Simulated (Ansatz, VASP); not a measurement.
## One calculation of TiTe2, two programs

```
Ti Te
1.0
     0.00000    3.44286    3.44286
     3.44286    0.00000    3.44286
     3.44286    3.44286    0.00000
Ti Te
1 2
Cartesian
  0.0000 0.0000 0.0000
  1.7214 1.7214 1.7214
  5.1643 5.1643 5.1643
```

Alike in both runs: task single point; functional r2SCAN; k mesh 10 × 10 × 10; occupations gaussian, width 0.05 eV; no spin polarisation.

|  | VASP | Ansatz |
| --- | --- | --- |
| version | VASP 6.6.1 | Ansatz 0.2.0 |
| potentials or method | VASP PAW PBE potentials, release 64 (Ti_sv, Te), cutoff 550 eV | scalar-relativistic, plane waves, PAW |
| valence electrons in the cell | 24 | 44 |

```tsv
	VASP	Ansatz	Ansatz less VASP
gap on the k mesh at the Fermi level (eV)	none	none	-
pressure (GPa)	0.0	-0.1	-0.11
```

VASP's potentials were made for PBE, not for r2SCAN. A gap of «none» marks a metal or a gap that the smearing closes. VASP's potentials hold 24 valence electrons a cell and Ansatz's 44, so a difference there can come from the potentials and not from the codes.

Neither program's run includes spin-orbit coupling.
